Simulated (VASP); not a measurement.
**SrO: single point with PBEsol+D3(BJ)**

SrO:

```
Sr O
1.0
     3.40506    0.00000    0.00000
    -1.70253    2.94887    0.00000
     0.00000    0.00000    5.95794
Sr O
2 2
Direct
  0.33333 0.66667 0.25000
  0.66667 0.33333 0.75000
  0.00000 0.00000 0.00000
  0.00000 0.00000 0.50000
```

```
Program             : VASP 6.6.1
Task                : single point
Functional          : PBEsol
Dispersion          : D3(BJ)
Potentials or basis : VASP PAW PBE potentials, release 64 (Sr_sv, O)
Cutoff              : 600 eV
k mesh              : 6 × 6 × 3
Occupations         : methfessel-paxton, width 0.02 eV
Spin                : no spin polarisation
```

```yaml
Pressure: 8.9 GPa
Band_gap_on_the_k_mesh: 2.94 eV (least direct gap 3.20 eV)
Dispersion_energy_per_atom: -0.297 eV
```

Stress tensor (GPa, compression positive):
```
 8.37  0.00  0.00
 0.00  8.37  0.00
 0.00  0.00 10.03
```

Levels at points of the mesh, in eV from the valence-band top:
```csv
k point,band 13,band 14,band 15,band 16,band 17,band 18,band 19,band 20
"(0.00, 0.00, 0.00)",-1.27,-1.01,-1.01,0.00,3.69,5.12,5.24,6.38
"(0.50, 0.00, 0.00)",-1.69,-1.39,-0.55,-0.26,2.94,6.15,6.31,8.78
```

It took 16 s on 1 thread of Intel(R) Xeon(R) 6975P-C (Granite Rapids), with other jobs on the host, peak memory 0.2 GiB.

Caveat: three body term missing; the cell stands under pressure; the PAW data sets were made with another functional, which shifts forces and pressure a little. A k mesh can miss the band edges.
